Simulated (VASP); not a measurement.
# Ru (Im-3m) in VASP: notebook

The runs below take Ru through single point, with RPBE.

Program: VASP 6.6.1. These are calculated values, not measurements. Logs are shortened: lines on timing, memory, paths and dates and some standing lists are left out, and cuts for length are marked.

**1. The cell of the first run**

The structure is cubic, space group Im-3m (No. 229). The conventional cell has a = 3.029 Å, b = 3.029 Å, c = 3.029 Å, α = 90.00°, β = 90.00°, γ = 90.00°. Within 3.5 Å of Ru (site symmetry m-3m) lie 14 Ru at 2.62 to 3.03 Å.

**2. Single point, RPBE (volume scaled by 0.96)**

INCAR

```
PREC = Accurate
ENCUT = 520
EDIFF = 1E-6
ISMEAR = -1
SIGMA = 0.1
LREAL = False
LASPH = True
NELM = 100
ALGO = Normal
ISIF = 2
LWAVE = False
LCHARG = False
GGA = RP
NBANDS = 13
```

KPOINTS

```
regular mesh
0
Gamma
  16 16 16
```

POSCAR

```
Ru
1.0
   -1.5145763944      1.5145763944      1.5145763944
    1.5145763944     -1.5145763944      1.5145763944
    1.5145763944      1.5145763944     -1.5145763944
Ru
1
Direct
    0.0000000000      0.0000000000      0.0000000000
```

Potentials or basis: VASP PAW PBE potentials, release 64 (Ru_pv).

Started as:

```sh
$ cat potpaw_PBE.64/Ru_pv/POTCAR > POTCAR
$ mpirun -np 1 vasp_std > vasp.out
```

OUTCAR:

```text
PREC = Accurate
   ENCUT = 520
   EDIFF = 1E-6
   ISMEAR = -1
   LREAL = False
   LASPH = True
   NELM = 100
   ISIF = 2
   GGA = RP

 ion  position               nearest neighbor table
   1  0.000  0.000  0.000-

  LATTYP: Found a body centered cubic cell.
 ALAT       =     3.0291527888

  Lattice vectors:

 A1 = (  -1.5145763944,   1.5145763944,   1.5145763944)
 A2 = (   1.5145763944,  -1.5145763944,   1.5145763944)
 A3 = (   1.5145763944,   1.5145763944,  -1.5145763944)

Analysis of symmetry for initial positions (statically):
=====================================================================
 Subroutine PRICEL returns:
 Original cell was already a primitive cell.

 Routine SETGRP: Setting up the symmetry group for a
 body centered cubic supercell.

 Subroutine GETGRP returns: Found 48 space group operations
 (whereof 48 operations were pure point group operations)
 out of a pool of 48 trial point group operations.

The static configuration has the point symmetry O_h .

Analysis of symmetry for dynamics (positions and initial velocities):
=====================================================================
 Subroutine PRICEL returns:
 Original cell was already a primitive cell.

 Routine SETGRP: Setting up the symmetry group for a
 body centered cubic supercell.

 Subroutine GETGRP returns: Found 48 space group operations
 (whereof 48 operations were pure point group operations)
 out of a pool of 48 trial point group operations.

The dynamic configuration has the point symmetry O_h .

 Subroutine INISYM returns: Found 48 space group operations
 (whereof 48 operations are pure point group operations),
 and found     1 'primitive' translations

----------------------------------------------------------------------------------------

                                     Primitive cell

  volume of cell :      13.8974

  direct lattice vectors                    reciprocal lattice vectors
    -1.514576394  1.514576394  1.514576394     0.000000000  0.330125309  0.330125309
     1.514576394 -1.514576394  1.514576394     0.330125309  0.000000000  0.330125309
     1.514576394  1.514576394 -1.514576394     0.330125309  0.330125309  0.000000000

  length of vectors
     2.623323267  2.623323267  2.623323267     0.466867689  0.466867689  0.466867689

  position of ions in fractional coordinates (direct lattice)
     0.000000000  0.000000000  0.000000000

  ion indices of the primitive-cell ions
   primitive index   ion index
                 1           1

----------------------------------------------------------------------------------------

 KPOINTS: regular mesh

Automatic generation of k-mesh.
 Grid dimensions read from file:
 generate k-points for:   16   16   16

 Generating k-lattice:

  Cartesian coordinates                     Fractional coordinates (reciprocal lattice)
     0.000000000  0.020632832  0.020632832     0.062500000  0.000000000  0.000000000
     0.020632832  0.000000000  0.020632832     0.000000000  0.062500000  0.000000000
     0.020632832  0.020632832  0.000000000     0.000000000  0.000000000  0.062500000

  Length of vectors
     0.029179231  0.029179231  0.029179231

  Shift w.r.t. Gamma in fractional coordinates (k-lattice)
     0.000000000  0.000000000  0.000000000

 Subroutine IBZKPT returns following result:
 ===========================================

 Found    145 irreducible k-points:

 Following reciprocal coordinates:
            Coordinates               Weight
  0.000000  0.000000  0.000000      1.000000
  0.062500  0.000000  0.000000     12.000000
  0.125000  0.000000  0.000000     12.000000
  0.187500  0.000000  0.000000     12.000000
  0.250000  0.000000  0.000000     12.000000
  0.312500  0.000000  0.000000     12.000000
[... 16 lines left out ...]
  0.187500  0.187500  0.000000     24.000000
  0.250000  0.187500 -0.000000     48.000000
 [... further k-points ...]
   k-points           NKPTS =    145   k-points in BZ     NKDIM =    145   number of bands    NBANDS=     13
   number of dos      NEDOS =    301   number of ions     NIONS =      1
   total plane-waves  NPLWV =   8000
   dimension x,y,z NGX =    20 NGY =   20 NGZ =   20
   dimension x,y,z NGXF=    40 NGYF=   40 NGZF=   40
   ions per type =               1
   NGX,Y,Z   is equivalent  to a cutoff of  12.67, 12.67, 12.67 a.u.
   NGXF,Y,Z  is equivalent  to a cutoff of  25.35, 25.35, 25.35 a.u.
 SYSTEM =  unknown system
   PREC   = accura    normal or accurate (medium, high low for compatibility)
   ISTART =      0    job   : 0-new  1-cont  2-samecut
   ICHARG =      2    charge: 1-file 2-atom 10-const
   ISPIN  =      1    spin polarized calculation?
   LNONCOLLINEAR =      F non collinear calculations
   LSORBIT =      F    spin-orbit coupling
   LASPH  =      T    aspherical Exc in radial PAW
   ENCUT  =  520.0 eV  38.22 Ry    6.18 a.u.   4.88  4.88  4.88*2*pi/ulx,y,z
   NELM   =    100;   NELMIN=  2; NELMDL= -5     # of ELM steps
   EDIFF  = 0.1E-05   stopping-criterion for ELM
   LREAL  =      F    real-space projection
   EDIFFG = 0.1E-04   stopping-criterion for IOM
   NSW    =      0    number of steps for IOM
   IBRION =     -1    ionic relax: 0-MD 1-quasi-New 2-CG
   NFREE  =      0    steps in history (QN), initial steepest desc. (CG)
   ISIF   =      2    stress and relaxation
   ISYM   =      2    0-nonsym 1-usesym 2-fastsym
   POTIM  = 0.5000    time-step for ionic-motion
   TEBEG  =    0.0;   TEEND  =   0.0 temperature during run
   PSTRESS=    0.0 pullay stress
   NELECT =      14.0000    total number of electrons
   NUPDOWN=      -1.0000    fix difference up-down
   EMIN   =  10.00;   EMAX   =-10.00  energy-range for DOS
   EFERMI =   0.00;   METHOD = LEGACY
   ISMEAR =    -1;   SIGMA  =   0.10  broadening in eV -4-tet -1-fermi 0-gaus
   EFERMI_NEDOS =   21; number of points for ismear=-14 and -15
   IALGO  =     38    algorithm
   IMIX   =      4    mixing-type and parameters
     AMIX     =   0.40;   BMIX     =  1.00
     AMIX_MAG =   1.60;   BMIX_MAG =  1.00
  volume/ion in A,a.u.               =      13.90        93.78
  Fermi-wavevector in a.u.,A,eV,Ry     =   1.641117  3.101262 36.644115  2.693266
  Thomas-Fermi vector in A             =   2.731642
   LORBIT       =      0    0 simple, 1 ext, 2 COOP (PROOUT), +10 PAW based schemes
   GGA     = RP    functional components
   LHFCALC =     F    Hartree Fock is set to
   AEXX    =    0.0000 exact exchange contribution
   IVDW    =     0    specifies the selected vdW correction
   LEPSILON=     F    determine dielectric tensor
   LRPA    =     F    only Hartree local field effects (RPA)
 non-spin polarized calculation
  energy-cutoff  :      520.00
  volume of cell :       13.90
 maximum number of plane-waves:       386
   NGX =  9   NGY =  9   NGZ =  9

 number of electron      13.9999998 magnetization

 Free energy of the ion-electron system (eV)
  ---------------------------------------------------
  ext. energy  EPLUGINS =         0.00000000
  ---------------------------------------------------
  free energy    TOTEN  =        -7.98942715 eV

  energy without entropy =       -7.92426489  energy(sigma->0) =       -7.95684602

 E-fermi :  12.6623     XC(G=0): -13.8873

 val. band max:       12.6608856665   @ k =   0.2500   0.2500   0.0625
 cond. band min:      12.6628991927   @ k =   0.3750   0.1250   0.0625
 fundamental gap:      0.0020135262
 Fermi energy:        12.6622791851

 k-point     1 :       0.0000    0.0000    0.0000
  band No.  band energies     occupation
      1     -29.9147      2.00000
      2     -29.9147      2.00000
      3     -29.9147      2.00000
      4       4.6766      2.00000
      5       9.8345      2.00000
      6       9.8345      2.00000
      7       9.8345      2.00000
      8      12.5638      1.45617
      9      12.5638      1.45617
     10      23.2857      0.00000
     11      29.8103      0.00000
     12      29.8103      0.00000
     13      29.8103      0.00000

 k-point     2 :       0.0625    0.0000    0.0000
  band No.  band energies     occupation
      1     -29.9547      2.00000
      2     -29.9275      2.00000
      3     -29.9148      2.00000
      4       4.8492      2.00000
      5       9.7547      2.00000
      6       9.8293      2.00000
      7       9.9826      2.00000
      8      12.4583      1.76985
      9      12.5685      1.43713
     10      23.2856      0.00000
     11      29.9046      0.00000
     12      29.9992      0.00000
     13      30.0789      0.00000

 k-point     3 :       0.1250    0.0000    0.0000
  band No.  band energies     occupation
      1     -30.0679      2.00000
      2     -29.9639      2.00000
      3     -29.9152      2.00000
      4       5.3358      2.00000
      5       9.5347      2.00000
      6       9.8005      2.00000
      7      10.4181      2.00000
      8      12.2321      1.97328
      9      12.5872      1.35872
     10      23.2856      0.00000
     11      30.0637      0.00000
     12      30.3474      0.00000
     13      30.8583      0.00000
[... 305 lines left out ...]
 k-point    23 :       0.1875    0.1875    0.0000
  band No.  band energies     occupation
      1     -30.5975      2.00000
      2     -30.1561      2.00000
      3     -29.9866      2.00000
      4       7.4747      2.00000
      5       8.8189      2.00000
      6       9.3058      2.00000
      7      11.9006      1.99902
      8      13.0328      0.04803
      9      14.1312      0.00000
     10      23.2855      0.00000
     11      27.7925      0.00000
     12      28.4892      0.00000
     13      32.6628      0.00000

 k-point    24 :       0.2500    0.1875   -0.0000
  band No.  band energies     occupation
      1     -30.6984      2.00000
      2     -30.2401      2.00000
      3     -29.9997      2.00000
      4       7.5430      2.00000
      5       8.5924      2.00000
      6       9.7786      2.00000
      7      12.0801      1.99409
      8      13.1621      0.01341
      9      15.5854      0.00000
     10      23.2854      0.00000
     11      26.1041      0.00000
     12      27.4264      0.00000
     13      31.2584      0.00000

 [... further k-points ...]

------------------------ aborting loop because EDIFF is reached ----------------------------------------

  FORCE on cell =-STRESS in cart. coord.  units (eV):
  Direction    XX          YY          ZZ          XY          YZ          ZX
  --------------------------------------------------------------------------------------
  -------------------------------------------------------------------------------------
  Total        1.0281928      1.0281928      1.0281928      0.0000000      0.0000000      0.0000000
  in kB      118.5363588    118.5363588    118.5363588      0.0000000      0.0000000      0.0000000
  external PRESSURE =     118.5363588 kB  Pullay stress =       0.0000000 kB

 VOLUME and BASIS-vectors are now :
 -----------------------------------------------------------------------------
  energy-cutoff  :      520.00
  volume of cell :       13.90
      direct lattice vectors                 reciprocal lattice vectors
    -1.514576394  1.514576394  1.514576394     0.000000000  0.330125309  0.330125309
     1.514576394 -1.514576394  1.514576394     0.330125309  0.000000000  0.330125309
     1.514576394  1.514576394 -1.514576394     0.330125309  0.330125309  0.000000000

 POSITION                                       TOTAL-FORCE (eV/Angst)
 -----------------------------------------------------------------------------------
      0.00000      0.00000      0.00000        -0.000000     -0.000000     -0.000000
 -----------------------------------------------------------------------------------
    total drift:                                0.000000     -0.000000      0.000000

  FREE ENERGIE OF THE ION-ELECTRON SYSTEM (eV)
  ---------------------------------------------------
  free  energy   TOTEN  =        -7.9894271469 eV

  energy  without entropy=       -7.9242648941  energy(sigma->0) =       -7.95684602
```

Wall time 31 s (1 thread of Intel Xeon Platinum 8175M at 2.50GHz (Skylake/Cascade Lake), shared host); peak memory 0.14 GiB.

What came out:

| Item | Value |
| --- | --- |
| Free energy | -7.9894 eV |
| Pressure | 11.9 GPa |
| Band gap on the k mesh | zero (band 7 reaches 14.47 eV, above the bottom of band 8 at 10.96 eV) |

Levels at points of the mesh, in eV from the Fermi level:
| k point | band 5 | band 6 | band 7 | band 8 | band 9 | band 10 |
| --- | --- | --- | --- | --- | --- | --- |
| (0.00, 0.00, 0.00) | -2.83 | -2.83 | -2.83 | -0.10 | -0.10 | 10.62 |
| (0.50, 0.00, 0.00) | -4.59 | -0.12 | 0.36 | 1.20 | 2.43 | 10.31 |
| (0.50, 0.50, 0.50) | -6.30 | 1.81 | 1.81 | 1.81 | 9.38 | 9.38 |

Caveat: the cell differs from its parent crystal (volume scaled by 0.96); the PAW data sets were made with another functional, which shifts forces and pressure a little.

**3. Single point, RPBE**

This run uses another cell than the first one, of 14.48 Å³/atom, 1.042 times its volume.

INCAR

```
ALGO = Normal
EDIFF = 1E-6
ENCUT = 520
GGA = RP
ISIF = 2
ISMEAR = -1
LASPH = T
LCHARG = F
LREAL = F
LWAVE = F
NBANDS = 13
NELM = 80
PREC = Accurate
SIGMA = 0.1
```

KPOINTS

```
k-points
0
Gamma
  16 16 16
```

POSCAR

```
Ru
1.0
   -1.5353265948      1.5353265948      1.5353265948
    1.5353265948     -1.5353265948      1.5353265948
    1.5353265948      1.5353265948     -1.5353265948
Ru
1
Direct
    0.0000000000      0.0000000000      0.0000000000
```

Potentials or basis: VASP PAW PBE potentials, release 64 (Ru_pv).

Started as:

```sh
$ cat potpaw_PBE.64/Ru_pv/POTCAR > POTCAR
$ mpirun -np 1 vasp_std > vasp.out
```

Run time: 31 s. Hardware: 1 thread of Intel Xeon Platinum 8175M at 2.50GHz (Skylake/Cascade Lake), shared host; peak memory 0.14 GiB.

It converged, with:

```yaml
Free_energy: -8.0104 eV
Pressure: 0.0 GPa
Band_gap_on_the_k_mesh: zero (band 7 reaches 13.64 eV, above the bottom of band 8 at 10.36 eV)
```

Levels at points of the mesh, in eV from the Fermi level:
| k point | band 3 | band 4 | band 5 | band 6 | band 7 | band 8 | band 9 | band 10 | band 11 | band 12 |
| --- | --- | --- | --- | --- | --- | --- | --- | --- | --- | --- |
| (0.00, 0.00, 0.00) | -42.56 | -7.73 | -2.66 | -2.66 | -2.66 | -0.08 | -0.08 | 10.69 | 17.11 | 17.11 |
| (0.50, 0.00, 0.00) | -42.56 | -5.88 | -4.32 | -0.11 | 0.34 | 1.17 | 2.27 | 9.80 | 10.69 | 13.57 |
| (0.50, 0.50, 0.50) | -43.18 | -5.93 | -5.93 | 1.70 | 1.70 | 1.70 | 9.15 | 9.15 | 9.15 | 10.69 |

Caveat: the PAW data sets were made with another functional, which shifts forces and pressure a little.

**4. Single point, RPBE (volume scaled by 1.04)**

INCAR

```
SYSTEM = Ru
PREC = Accurate
ENCUT = 520
EDIFF = 1E-7
ISMEAR = -1
SIGMA = 0.1
LREAL = .False.
LASPH = .True.
NELM = 60
ALGO = Normal
ISIF = 2
LWAVE = .False.
LCHARG = .False.
GGA = RP
NBANDS = 13
```

KPOINTS

```
regular mesh
0
Gamma
  16 16 16
  0 0 0
```

POSCAR

```
Ru
1.0
   -1.5555305774      1.5555305774      1.5555305774
    1.5555305774     -1.5555305774      1.5555305774
    1.5555305774      1.5555305774     -1.5555305774
Ru
1
Direct
    0.0000000000      0.0000000000      0.0000000000
```

Started as:

```sh
$ cat potpaw_PBE.64/Ru_pv/POTCAR > POTCAR
$ mpirun -np 1 vasp_std > vasp.out
```

It took 32 s on 1 thread of Intel Xeon Platinum 8175M at 2.50GHz (Skylake/Cascade Lake), shared host; peak memory 0.14 GiB.

It converged, with:

```
Free energy            : -7.9934 eV
Pressure               : -9.3 GPa
Band gap on the k mesh : zero (band 7 reaches 12.86 eV, above the bottom of band 8 at 9.80 eV)
```

Levels at points of the mesh, in eV from the Fermi level:
```tsv
k point	band 4	band 5	band 6	band 7	band 8	band 9	band 10	band 11
(0.00, 0.00, 0.00)	-7.49	-2.51	-2.51	-2.51	-0.07	-0.07	10.76	17.06
(0.50, 0.00, 0.00)	-5.57	-4.08	-0.11	0.31	1.16	2.13	9.34	10.76
(0.50, 0.50, 0.50)	-5.58	-5.58	1.59	1.59	1.59	8.94	8.94	8.94
```

Caveat: the cell differs from its parent crystal (volume scaled by 1.04); the PAW data sets were made with another functional, which shifts forces and pressure a little.

(Continued in part 2 of 2.)
